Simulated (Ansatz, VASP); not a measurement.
# CaSe: VASP beside Ansatz

```xyz
2
Lattice="0.0000 2.9362 2.9362 2.9362 0.0000 2.9362 2.9362 2.9362 0.0000" Properties=species:S:1:pos:R:3 pbc="T T T"
Se    2.9362    2.9362    2.9362
Ca    0.0000    0.0000    0.0000
```

Alike in both runs: task single point; functional LDA; k mesh 8 × 8 × 8; occupations fermi-dirac, width 0.05 eV; no spin polarisation.

|  | VASP | Ansatz |
| --- | --- | --- |
| version | VASP 6.6.1 | Ansatz 0.2.0 |
| potentials or method | VASP PAW LDA potentials, release 64 (Se, Ca_sv) | Ansatz PAW |
| plane-wave cutoff (eV) | 520 | 420 |
| valence electrons in the cell | 16 | 26 |

Ansatz gave:

| Item | Value |
| --- | --- |
| gap on the k mesh at the Fermi level (eV) | 1.83 |
| least direct gap on the mesh (eV) | 2.79 |
| pressure (GPa) | -2.2 |

Q: What did VASP give for the same quantities?

A: gap on the k mesh at the Fermi level (eV): 1.81; least direct gap on the mesh (eV): 2.77; pressure (GPa): -2.0.

LDA's correlation is that of Perdew and Zunger in VASP and of Perdew and Wang (1992) in Ansatz. VASP's potentials hold 16 valence electrons a cell and Ansatz's 26, so a difference there can come from the potentials and not from the codes.
